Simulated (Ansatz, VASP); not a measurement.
## Sb: VASP beside Ansatz

Contents of INCAR:

```
SYSTEM = Sb
PREC = Accurate
ENCUT = 600
EDIFF = 1E-7
ISMEAR = -1
SIGMA = 0.05
LREAL = .FALSE.
LASPH = .TRUE.
NELM = 80
ALGO = Normal
ISIF = 3
LWAVE = .FALSE.
LCHARG = .FALSE.
GGA = B5
ALDAX = 1.0
AGGAX = 1.0
AGGAC = 1.0
ALDAC = 0.0
IVDW = 13
VDW_S6 = 1.0
VDW_S8 = 2.34076671
VDW_A1 = 0.44488865
VDW_A2 = 4.0933009
IBRION = 2
NSW = 80
EDIFFG = -0.01
```

File KPOINTS:

```
regular mesh
0
G
  8 8 8
  0 0 0
```

Contents of POSCAR:

```
Sb
1.0
    2.1542000000      1.2437279499      3.7580000000
   -2.1542000000      1.2437279499      3.7580000000
    0.0000000000     -2.4874558998      3.7580000000
Sb
2
Direct
    0.7665100000      0.7665100000      0.7665100000
    0.2334900000      0.2334900000      0.2334900000
```

The input input.yaml:

```yaml
crystal:
  lattice:
    - [2.1542, 1.2437279499, 3.758]
    - [-2.1542, 1.2437279499, 3.758]
    - [0.0, -2.4874558998, 3.758]
  atoms:
    - { symbol: Sb, position: [0.76651, 0.76651, 0.76651] }
    - { symbol: Sb, position: [0.23349, 0.23349, 0.23349] }
kpoints:
  mp_grid: { grid: [8, 8, 8] }
scf:
  occupations: { method: fermi_dirac, width: 0.05 }
hamiltonian:
  xc: blyp
  dispersion: d4
  pseudopotentials: { kind: all_electron, lapw: { basis_error: 0.001 } }
output:
  forces: true
  stress: true
relax:
  f_tol: 0.01
  max_steps: 60
  cell: {}
```

Alike in both runs: task relaxation of cell and atoms; functional BLYP; dispersion D4; k mesh 8 × 8 × 8; occupations fermi-dirac, width 0.05 eV; no spin polarisation.

|  | VASP | Ansatz |
| --- | --- | --- |
| version | VASP 6.6.1 | Ansatz 0.2.0 |
| potentials or method | VASP PAW PBE potentials, release 64 (Sb), cutoff 600 eV | all-electron LAPW, scalar-relativistic |

```csv
,VASP,Ansatz,Ansatz less VASP
relaxed volume (Å³/atom),31.19,31.07,-0.125
relaxed length of the cell vector where the two differ most in proportion (Å),4.544,4.543,-0.0017
```

VASP's potentials were made for PBE, not for BLYP. Ansatz ran all-electron here, and VASP with PAW potentials.

Neither program's run includes spin-orbit coupling.
